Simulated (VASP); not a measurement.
Write the native input for VASP 6.6.1 that does the following.

```
Task                   : single point
Functional             : PBE
Potentials or basis    : VASP PAW PBE potentials, release 64 (Mg, O)
Cutoff                 : 520 eV
k mesh                 : 10 × 10 × 10
Occupations            : fermi-dirac, width 0.02 eV
Spin                   : no spin polarisation
Dipole correction      : no
Further INCAR settings : ALGO = Normal; EDIFF = 1e-07; NBANDS = 11
```

The structure of MgO lies in POSCAR:

```
MgO
1.0
    0.0000000000      2.0309039414      2.0309039414
    2.0309039414      0.0000000000      2.0309039414
    2.0309039414      2.0309039414      0.0000000000
Mg O
1 1
Direct
    0.0000000000      0.0000000000      0.0000000000
    0.5000000000      0.5000000000      0.5000000000
```

This cell differs from its parent crystal: strain -3.4%.

These files were run (other wordings do the same):

INCAR

```
ALGO = Normal
EDIFF = 1E-7
ENCUT = 520
GGA = PE
ISIF = 2
ISMEAR = -1
LASPH = T
LCHARG = T
LELF = T
LREAL = F
LVHAR = T
LWAVE = F
NBANDS = 11
NELM = 100
PREC = Accurate
SIGMA = 0.02
```

KPOINTS

```
k-points
0
Gamma
  10 10 10
```

Potentials or basis: VASP PAW PBE potentials, release 64 (Mg, O).

The run is started by

```bash
$ cat potpaw_PBE.64/Mg/POTCAR potpaw_PBE.64/O/POTCAR > POTCAR
$ mpirun -np 1 vasp_std > vasp.out
```

It gave:

```json
{
 "Pressure": "26.9 GPa",
 "Band gap on the k mesh": "5.86 eV, direct"
}
```

Caveat: the cell differs from its parent crystal (strain -3.4%).

It took 6.6 s on 1 thread of Intel(R) Xeon(R) Platinum 8488C (Sapphire Rapids), with other jobs on the host, peak memory 0.14 GiB.
